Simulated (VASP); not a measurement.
MnO: single point with PBE

MnO:

```
Mn O
1.0
     3.39802    0.00000    0.00000
    -1.69901    2.94277    0.00000
     0.00000    0.00000    5.30241
Mn O
2 2
Direct
  0.33333 0.66667 0.99791
  0.66667 0.33333 0.49791
  0.33333 0.66667 0.38852
  0.66667 0.33333 0.88852
```

| Quantity | Value |
| --- | --- |
| Program | VASP 6.6.1 |
| Task | single point |
| Functional | PBE |
| Potentials or basis | VASP PAW PBE potentials, release 64 (Mn_pv, O) |
| Cutoff | 520 eV |
| k mesh | 10 × 10 × 6 |
| Occupations | gaussian, width 0.05 eV |
| Spin | collinear spin, ferromagnetic start |
| Starting moments | [4.33, 4.33, 0.0, 0.0] μB |
| Dipole correction | no |
| Further INCAR settings | ALGO = Normal; EDIFF = 1e-07; NBANDS = 31 |

* Pressure: 5.6 GPa
* Largest force: 0.008 eV/Å
* Band gap on the k mesh: zero (filled and empty bands overlap)
* Net moment: 10.00 μB per cell
* Site moments: Mn +4.42; O +0.20 μB
* Valence electrons inside the program's atomic spheres: Mn 11.42; O 5.01

Forces in eV/Å, atoms in the order of the input:
```
Mn   0.000  0.000  0.008
Mn   0.000  0.000  0.008
O    0.000  0.000 -0.008
O    0.000  0.000 -0.008
```

Stress tensor (GPa, compression positive):
```
5.78 0.00 0.00
0.00 5.78 0.00
0.00 0.00 5.37
```

Levels at points of the mesh, in eV from the Fermi level:
Spin up:
```csv
k point,band 22,band 23,band 24,band 25,band 26,band 27
"(0.00, 0.00, 0.00)",-0.69,-0.44,0.07,0.07,3.68,5.54
"(0.50, 0.00, 0.00)",-1.94,-1.01,-0.94,4.01,4.32,5.96
"(0.00, 0.00, 0.50)",-0.33,-0.33,-0.33,1.16,1.16,8.45
"(0.50, 0.00, 0.50)",-1.41,-1.23,-1.23,3.86,3.86,6.22
```
Spin down:
```tsv
k point	band 10	band 11	band 12	band 13	band 14	band 15	band 16	band 17	band 18	band 19
(0.00, 0.00, 0.00)	-5.09	-5.09	-5.02	-5.02	-4.72	-0.09	0.97	0.97	1.54	1.75
(0.50, 0.00, 0.00)	-5.92	-5.27	-4.84	-4.79	-4.68	0.17	0.83	1.02	1.31	1.49
(0.00, 0.00, 0.50)	-5.81	-5.07	-5.07	-5.07	-5.07	1.45	1.45	1.45	1.45	1.72
(0.50, 0.00, 0.50)	-6.41	-4.83	-4.83	-4.82	-4.82	0.89	0.89	1.57	1.57	1.59
```

It took 100 s on 1 thread of Intel(R) Xeon(R) 6975P-C (Granite Rapids) (shared host), peak memory 0.28 GiB.

Caveat: the cell stands under pressure; semilocal functionals often make such compounds metallic where correlation or magnetic order opens a gap, which also shifts bond lengths; only a ferromagnetic start was run, and an antiferromagnetic order may lie lower in energy. With open d or f shells a metallic result of PBE can be an artefact of self-interaction; +U or a hybrid may open a gap.
